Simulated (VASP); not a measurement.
# CdO (lda) (Fm-3m) in VASP: notebook

The runs below take CdO (lda) through single point, with LDA.

Program: VASP 6.6.1. These are calculated values, not measurements. Logs are shortened: lines on timing, memory, paths and dates and some standing lists are left out, and cuts for length are marked.

### Step 1. The cell of the first run

It takes space group Fm-3m (No. 225, cubic). Conventional cell: a = 4.087 Å, b = 4.087 Å, c = 4.087 Å, α = 90.00°, β = 90.00°, γ = 90.00°. Within 2.7 Å of Cd (site symmetry m-3m) lie 6 O at 2.04 Å. O (site symmetry m-3m) has 6 Cd at 2.04 Å within 2.7 Å.

### Step 2. Single point, LDA

INCAR

```
SYSTEM = CdO
ALGO = Normal ; EDIFF = 1E-6
ENCUT = 600 ; GGA = CA
GGA_COMPAT = .False. ; ISIF = 2
ISMEAR = 0 ; LASPH = .True.
LCHARG = .True. ; LELF = .True.
LREAL = .False. ; LVHAR = .True.
LWAVE = .False. ; NBANDS = 16
NELM = 120 ; PREC = Accurate
SIGMA = 0.01
```

KPOINTS

```
k-points
0
Gamma
  14 14 14
  0 0 0
```

POSCAR

```
CdO
1.0
    0.0000000000      2.0435965493      2.0435965493
    2.0435965493      0.0000000000      2.0435965493
    2.0435965493      2.0435965493      0.0000000000
Cd O
1 1
Direct
    0.0000000000      0.0000000000      0.0000000000
    0.5000000000      0.5000000000      0.5000000000
```

Potentials or basis: VASP PAW LDA potentials, release 64 (Cd, O).

The run is started by

```
$ cat potpaw_LDA.64/Cd/POTCAR potpaw_LDA.64/O/POTCAR > POTCAR
$ mpirun -np 1 vasp_std > vasp.out
```

OUTCAR:

```text
SYSTEM = CdO
   EDIFF = 1E-6
   ENCUT = 600
   GGA = CA
   ISIF = 2
   ISMEAR = 0
   LASPH = .True.
   LREAL = .False.
   NELM = 120
   PREC = Accurate

 ion  position               nearest neighbor table
   1  0.000  0.000  0.000-   2 2.04   2 2.04   2 2.04   2 2.04   2 2.04   2 2.04
   2  0.500  0.500  0.500-   1 2.04   1 2.04   1 2.04   1 2.04   1 2.04   1 2.04

  LATTYP: Found a face centered cubic cell.
 ALAT       =     4.0871930986

  Lattice vectors:

 A1 = (   0.0000000000,   2.0435965493,   2.0435965493)
 A2 = (   2.0435965493,   0.0000000000,   2.0435965493)
 A3 = (   2.0435965493,   2.0435965493,   0.0000000000)

Analysis of symmetry for initial positions (statically):
=====================================================================
 Subroutine PRICEL returns:
 Original cell was already a primitive cell.

 Routine SETGRP: Setting up the symmetry group for a
 face centered cubic supercell.

 Subroutine GETGRP returns: Found 48 space group operations
 (whereof 48 operations were pure point group operations)
 out of a pool of 48 trial point group operations.

The static configuration has the point symmetry O_h .

Analysis of symmetry for dynamics (positions and initial velocities):
=====================================================================
 Subroutine PRICEL returns:
 Original cell was already a primitive cell.

 Routine SETGRP: Setting up the symmetry group for a
 face centered cubic supercell.

 Subroutine GETGRP returns: Found 48 space group operations
 (whereof 48 operations were pure point group operations)
 out of a pool of 48 trial point group operations.

The dynamic configuration has the point symmetry O_h .

 Subroutine INISYM returns: Found 48 space group operations
 (whereof 48 operations are pure point group operations),
 and found     1 'primitive' translations

----------------------------------------------------------------------------------------

                                     Primitive cell

  volume of cell :      17.0693

  direct lattice vectors                    reciprocal lattice vectors
     0.000000000  2.043596549  2.043596549    -0.244666688  0.244666688  0.244666688
     2.043596549  0.000000000  2.043596549     0.244666688 -0.244666688  0.244666688
     2.043596549  2.043596549  0.000000000     0.244666688  0.244666688 -0.244666688

  length of vectors
     2.890081956  2.890081956  2.890081956     0.423775135  0.423775135  0.423775135

  position of ions in fractional coordinates (direct lattice)
     0.000000000  0.000000000  0.000000000
     0.500000000  0.500000000  0.500000000

  ion indices of the primitive-cell ions
   primitive index   ion index
                 1           1
                 2           2

----------------------------------------------------------------------------------------

 KPOINTS: k-points

Automatic generation of k-mesh.
 Grid dimensions read from file:
 generate k-points for:   14   14   14

 Generating k-lattice:

  Cartesian coordinates                     Fractional coordinates (reciprocal lattice)
    -0.017476192  0.017476192  0.017476192     0.071428571  0.000000000  0.000000000
     0.017476192 -0.017476192  0.017476192     0.000000000  0.071428571  0.000000000
     0.017476192  0.017476192 -0.017476192     0.000000000  0.000000000  0.071428571

  Length of vectors
     0.030269653  0.030269653  0.030269653

  Shift w.r.t. Gamma in fractional coordinates (k-lattice)
     0.000000000  0.000000000  0.000000000

 Subroutine IBZKPT returns following result:
 ===========================================

 Found    104 irreducible k-points:

 Following reciprocal coordinates:
            Coordinates               Weight
  0.000000  0.000000  0.000000      1.000000
  0.071429  0.000000  0.000000      8.000000
  0.142857  0.000000  0.000000      8.000000
  0.214286  0.000000  0.000000      8.000000
  0.285714  0.000000  0.000000      8.000000
  0.357143  0.000000  0.000000      8.000000
[... 16 lines left out ...]
  0.214286  0.142857  0.000000     24.000000
  0.285714  0.142857  0.000000     24.000000
 [... further k-points ...]
   k-points           NKPTS =    104   k-points in BZ     NKDIM =    104   number of bands    NBANDS=     16
   number of dos      NEDOS =    301   number of ions     NIONS =      2
   total plane-waves  NPLWV =  13824
   dimension x,y,z NGX =    24 NGY =   24 NGZ =   24
   dimension x,y,z NGXF=    48 NGYF=   48 NGZF=   48
   ions per type =               1   1
   NGX,Y,Z   is equivalent  to a cutoff of  13.81, 13.81, 13.81 a.u.
   NGXF,Y,Z  is equivalent  to a cutoff of  27.61, 27.61, 27.61 a.u.
 SYSTEM =  CdO
   PREC   = accura    normal or accurate (medium, high low for compatibility)
   ISTART =      0    job   : 0-new  1-cont  2-samecut
   ICHARG =      2    charge: 1-file 2-atom 10-const
   ISPIN  =      1    spin polarized calculation?
   LNONCOLLINEAR =      F non collinear calculations
   LSORBIT =      F    spin-orbit coupling
   LASPH  =      T    aspherical Exc in radial PAW
   ENCUT  =  600.0 eV  44.10 Ry    6.64 a.u.   5.77  5.77  5.77*2*pi/ulx,y,z
   NELM   =    120;   NELMIN=  2; NELMDL= -5     # of ELM steps
   EDIFF  = 0.1E-05   stopping-criterion for ELM
   LREAL  =      F    real-space projection
   EDIFFG = 0.1E-04   stopping-criterion for IOM
   NSW    =      0    number of steps for IOM
   IBRION =     -1    ionic relax: 0-MD 1-quasi-New 2-CG
   NFREE  =      0    steps in history (QN), initial steepest desc. (CG)
   ISIF   =      2    stress and relaxation
   ISYM   =      2    0-nonsym 1-usesym 2-fastsym
   POTIM  = 0.5000    time-step for ionic-motion
   TEBEG  =    0.0;   TEEND  =   0.0 temperature during run
   PSTRESS=    0.0 pullay stress
   NELECT =      18.0000    total number of electrons
   NUPDOWN=      -1.0000    fix difference up-down
   EMIN   =  10.00;   EMAX   =-10.00  energy-range for DOS
   EFERMI =   0.00;   METHOD = LEGACY
   ISMEAR =     0;   SIGMA  =   0.01  broadening in eV -4-tet -1-fermi 0-gaus
   EFERMI_NEDOS =   21; number of points for ismear=-14 and -15
   IALGO  =     38    algorithm
   IMIX   =      4    mixing-type and parameters
     AMIX     =   0.40;   BMIX     =  1.00
     AMIX_MAG =   1.60;   BMIX_MAG =  1.00
  volume/ion in A,a.u.               =       8.53        57.59
  Fermi-wavevector in a.u.,A,eV,Ry     =   1.666328  3.148903 37.778606  2.776649
  Thomas-Fermi vector in A             =   2.752543
   LORBIT       =      0    0 simple, 1 ext, 2 COOP (PROOUT), +10 PAW based schemes
   GGA     = CA    functional components
   LHFCALC =     F    Hartree Fock is set to
   AEXX    =    0.0000 exact exchange contribution
   IVDW    =     0    specifies the selected vdW correction
   LEPSILON=     F    determine dielectric tensor
   LRPA    =     F    only Hartree local field effects (RPA)
 non-spin polarized calculation
 Gauss-broadening in eV      SIGMA  =   0.01
  energy-cutoff  :      600.00
  volume of cell :       17.07
 maximum number of plane-waves:       588
   NGX = 11   NGY = 11   NGZ = 11

 number of electron      17.9999994 magnetization

 Free energy of the ion-electron system (eV)
  ---------------------------------------------------
  ext. energy  EPLUGINS =         0.00000000
  ---------------------------------------------------
  free energy    TOTEN  =        -6.50220228 eV

  energy without entropy =       -6.50220228  energy(sigma->0) =       -6.50220228

 E-fermi :   7.5404     XC(G=0): -14.6948

 val. band max:        7.3892127528   @ k =   0.5000   0.0000   0.0000
 cond. band min:       7.8781923195   @ k =   0.0000   0.0000   0.0000
 fundamental gap:      0.4889795667
 Fermi energy:         7.5404459012

 k-point     1 :       0.0000    0.0000    0.0000
  band No.  band energies     occupation
      1     -14.4679      2.00000
      2      -1.3863      2.00000
      3      -1.3863      2.00000
      4      -1.3863      2.00000
      5      -0.6417      2.00000
      6      -0.6417      2.00000
[... 8 lines left out ...]
     15      31.9196      0.00000
     16      31.9196      0.00000

 k-point     2 :       0.0714    0.0000    0.0000
  band No.  band energies     occupation
      1     -14.3830      2.00000
      2      -1.4819      2.00000
      3      -1.3707      2.00000
      4      -1.3707      2.00000
      5      -0.8088      2.00000
      6      -0.8088      2.00000
[... 8 lines left out ...]
     15      31.2738      0.00000
     16      31.2738      0.00000

 k-point     3 :       0.1429    0.0000    0.0000
  band No.  band energies     occupation
      1     -14.1373      2.00000
      2      -1.8023      2.00000
      3      -1.5540      2.00000
      4      -1.5540      2.00000
      5      -0.9482      2.00000
      6      -0.9482      2.00000
[... 8 lines left out ...]
     15      30.6340      0.00000
     16      30.6340      0.00000

 k-point     4 :       0.2143    0.0000    0.0000
  band No.  band energies     occupation
      1     -13.7582      2.00000
      2      -2.3896      2.00000
      3      -2.0524      2.00000
      4      -2.0524      2.00000
      5      -0.7582      2.00000
      6      -0.7582      2.00000
[... 8 lines left out ...]
     15      30.7001      0.00000
     16      30.7001      0.00000
[... 324 lines left out ...]
 k-point    22 :       0.1429    0.1429    0.0000
  band No.  band energies     occupation
      1     -14.0573      2.00000
      2      -2.1112      2.00000
      3      -1.6531      2.00000
      4      -1.3036      2.00000
      5      -1.3036      2.00000
      6      -0.5145      2.00000
[... 8 lines left out ...]
     15      29.5793      0.00000
     16      35.2369      0.00000

 k-point    23 :       0.2143    0.1429    0.0000
  band No.  band energies     occupation
      1     -13.8138      2.00000
      2      -2.6108      2.00000
      3      -1.8663      2.00000
      4      -1.3793      2.00000
      5      -1.1712      2.00000
      6      -0.4491      2.00000
[... 8 lines left out ...]
     15      30.4419      0.00000
     16      34.7394      0.00000

 k-point    24 :       0.2857    0.1429    0.0000
  band No.  band energies     occupation
      1     -13.4735      2.00000
      2      -3.0840      2.00000
      3      -2.2160      2.00000
      4      -1.7370      2.00000
      5      -0.9525      2.00000
      6      -0.2641      2.00000
[... 8 lines left out ...]
     15      31.0274      0.00000
     16      34.5118      0.00000

 [... further k-points ...]
[... 5 lines left out ...]
  --------------------------------------------------------------------------------------
  -------------------------------------------------------------------------------------
  Total       17.2507870     17.2507870     17.2507870      0.0000000      0.0000000     -0.0000000
  in kB     1619.2131358   1619.2131358   1619.2131358      0.0000000      0.0000000     -0.0000000
  external PRESSURE =    1619.2131358 kB  Pullay stress =       0.0000000 kB

 VOLUME and BASIS-vectors are now :
 -----------------------------------------------------------------------------
  energy-cutoff  :      600.00
  volume of cell :       17.07
      direct lattice vectors                 reciprocal lattice vectors
     0.000000000  2.043596549  2.043596549    -0.244666688  0.244666688  0.244666688
     2.043596549  0.000000000  2.043596549     0.244666688 -0.244666688  0.244666688
     2.043596549  2.043596549  0.000000000     0.244666688  0.244666688 -0.244666688

 POSITION                                       TOTAL-FORCE (eV/Angst)
 -----------------------------------------------------------------------------------
      0.00000      0.00000      0.00000         0.000000      0.000000      0.000000
      2.04360      2.04360      2.04360        -0.000000     -0.000000     -0.000000
 -----------------------------------------------------------------------------------
    total drift:                                0.000000     -0.000000     -0.000000

  FREE ENERGIE OF THE ION-ELECTRON SYSTEM (eV)
  ---------------------------------------------------
  free  energy   TOTEN  =        -6.5022022778 eV

  energy  without entropy=       -6.5022022778  energy(sigma->0) =       -6.50220228
```

It took 18 s on 1 thread of Intel Xeon Platinum 8259CL at 2.50GHz (Skylake/Cascade Lake), shared host; peak memory 0.15 GiB.

Results:

| Quantity | Value |
| --- | --- |
| Free energy | -6.5022 eV |
| Pressure | 161.9 GPa |
| Band gap on the k mesh | 0.49 eV, indirect (least direct gap 3.90 eV) |

A k mesh can miss the band edges.

### Step 3. Single point, LDA

INCAR

```
  ALGO = Normal
  EDIFF = 1E-6
  ENCUT = 600
  GGA = CA
  GGA_COMPAT = False
  ISIF = 2
  ISMEAR = 0
  LASPH = True
  LCHARG = False
  LREAL = False
  LWAVE = False
  NBANDS = 16
  NELM = 120
  PREC = Accurate
  SIGMA = 0.01
```

KPOINTS

```
k-points
0
Gamma
  14 14 14
```

POSCAR is that of step 2.

Potentials or basis: VASP PAW LDA potentials, release 64 (Cd, O).

The run is started by

```
$ cat potpaw_LDA.64/Cd/POTCAR potpaw_LDA.64/O/POTCAR > POTCAR
$ mpirun -np 1 vasp_std > vasp.out
```

Wall time 17 s (1 thread of Intel Xeon Platinum 8259CL at 2.50GHz (Skylake/Cascade Lake), shared host); peak memory 0.15 GiB.

The run converged. Its results:

| Property | Result |
| --- | --- |
| Free energy | -6.5022 eV |
| Pressure | 161.9 GPa |
| Band gap on the k mesh | 0.49 eV, indirect (least direct gap 3.90 eV) |

Levels at points of the mesh, in eV from the valence-band top:
```
           k point  band 7  band 8  band 9  band 10  band 11  band 12
(0.00, 0.00, 0.00)   -3.86   -3.86   -3.86     0.49    14.37    19.79
(0.50, 0.00, 0.00)   -5.06    0.00    0.00     3.90    10.12    13.33
(0.50, 0.50, 0.00)   -5.45   -5.40   -5.40     5.33     9.87    12.60
```

A k mesh can miss the band edges. A hybrid or GW would open this gap; LDA tends to underestimate it.

### Step 4. Single point, LDA

This run uses another cell than the first one, of 9.02 Å³/atom, 1.057 times its volume.

INCAR

```
  PREC = Accurate
  ENCUT = 600
  EDIFF = 1E-6
  ISMEAR = 0
  SIGMA = 0.01
  LREAL = False
  LASPH = True
  NELM = 120
  ALGO = Normal
  ISIF = 2
  LWAVE = False
  LCHARG = True
  GGA = CA
  LELF = True
  LVHAR = True
  NBANDS = 16
  GGA_COMPAT = False
```

KPOINTS

```
regular mesh
0
Gamma
  14 14 14
```

POSCAR

```
CdO
1.0
    0.0000000000      2.0814191032      2.0814191032
    2.0814191032      0.0000000000      2.0814191032
    2.0814191032      2.0814191032      0.0000000000
Cd O
1 1
Direct
    0.0000000000      0.0000000000      0.0000000000
    0.5000000000      0.5000000000      0.5000000000
```

The run is started by

```
$ cat potpaw_LDA.64/Cd/POTCAR potpaw_LDA.64/O/POTCAR > POTCAR
$ mpirun -np 1 vasp_std > vasp.out
```

It took 18 s on 1 thread of Intel Xeon Platinum 8259CL at 2.50GHz (Skylake/Cascade Lake), shared host; peak memory 0.16 GiB.

Results (log left out):

| Item | Value |
| --- | --- |
| Free energy | -7.3558 eV |
| Pressure | 121.7 GPa |
| Band gap on the k mesh | 0.33 eV, indirect (least direct gap 3.77 eV) |

Levels at points of the mesh, in eV from the valence-band top:
```tsv
k point	band 7	band 8	band 9	band 10	band 11	band 12
(0.00, 0.00, 0.00)	-3.43	-3.43	-3.43	0.33	14.55	19.39
(0.50, 0.00, 0.00)	-4.86	0.00	0.00	4.02	9.72	13.17
(0.50, 0.50, 0.00)	-5.45	-4.89	-4.89	5.11	9.70	12.40
```

A k mesh can miss the band edges.

(Part 1 of 2 ends here.)
